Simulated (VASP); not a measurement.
The system is Hg.

```xyz
1
Lattice="1.7290 0.9982 2.2280 -1.7290 0.9982 2.2280 0.0000 -1.9965 2.2280" Properties=species:S:1:pos:R:3 pbc="T T T"
Hg    1.7290    0.9982    2.2280
```

| Item | Value |
| --- | --- |
| Program | VASP 6.6.1 |
| Task | relaxation of cell and atoms |
| Functional | r2SCAN |
| Potentials or basis | VASP PAW PBE potentials, release 64 (Hg) |
| Cutoff | 600 eV |
| k mesh | 11 × 11 × 11 |
| Occupations | fermi-dirac, width 0.1 eV |
| Spin | no spin polarisation |

At the start: pressure 5.2 GPa; volume 23.07 Å³/atom.

Problem. Where does the relaxation end?

Solution. Over 7 steps the energy falls by 47.8 meV/atom and the volume is 26.72 Å³/atom (+15.8 %); space group R-3m (No. 166, to 0.1 Å) before and after.

The path:
```tsv
step	energy change (eV)	largest force (eV/Å)	pressure (GPa)	volume (Å³)
1	0.0000	0.0000	5.18	23.07
2	-0.0413	0.0000	0.60	25.66
3	-0.0423	0.0000	-0.12	26.40
4	-0.0423	0.0000	0.00	26.28
5	-0.0438	0.0000	-0.05	26.33
6	-0.0466	0.0000	-0.09	26.48
7	-0.0478	0.0000	-0.02	26.72
```

Final structure:
```
Hg
1.0
     1.88362    1.08751    2.17396
    -1.88362    1.08751    2.17396
     0.00000   -2.17502    2.17396
Hg
1
Direct
  0.00000 0.00000 0.00000
```

Caveat: the volume moved by over 15 % at a fixed basis, so the end points are rough; the PAW data sets were made with another functional, which shifts forces and pressure a little.
